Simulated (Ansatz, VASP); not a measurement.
**SnO2: VASP beside Ansatz**

```xyz
6
Lattice="4.8402 0.0000 0.0000 0.0000 4.8404 0.0000 0.0000 0.0000 3.0835" Properties=species:S:1:pos:R:3 pbc="T T T"
Sn    2.4201    2.4202    1.5417
Sn    0.0000    0.0000    0.0000
O     1.4746    1.4750    0.0000
O     3.8947    0.9452    1.5417
O     0.9455    3.8952    1.5417
O     3.3656    3.3654    0.0000
```

Alike in both runs: task single point; functional PBEsol; k mesh 6 × 6 × 8; occupations gaussian, width 0.02 eV; no spin polarisation.

```csv
,VASP,Ansatz
version,VASP 6.6.1,Ansatz 0.2.0
potentials or method,"VASP PAW PBE potentials, release 64 (Sn_d, O), cutoff 520 eV","scalar-relativistic, plane waves, PAW"
valence electrons in the cell,52,52
```

Ansatz gave:

| Item | Value |
| --- | --- |
| gap on the k mesh at the Fermi level (eV) | 1.19 |
| least direct gap on the mesh (eV) | 1.19 |
| pressure (GPa) | 4.5 |
| traceless stress, the component that is largest in VASP (GPa) | 8.90 |
| rms of the force components (eV/Å) | 0.000 |

Problem. Which values does VASP return?

Solution. gap on the k mesh at the Fermi level (eV): 1.18; least direct gap on the mesh (eV): 1.18; pressure (GPa): 5.2; traceless stress, the component that is largest in VASP (GPa): 9.18; rms of the force components (eV/Å): 0.014.

VASP's potentials were made for PBE, not for PBEsol. Atom by atom the forces differ by 0.014 eV/Å (rms over components).
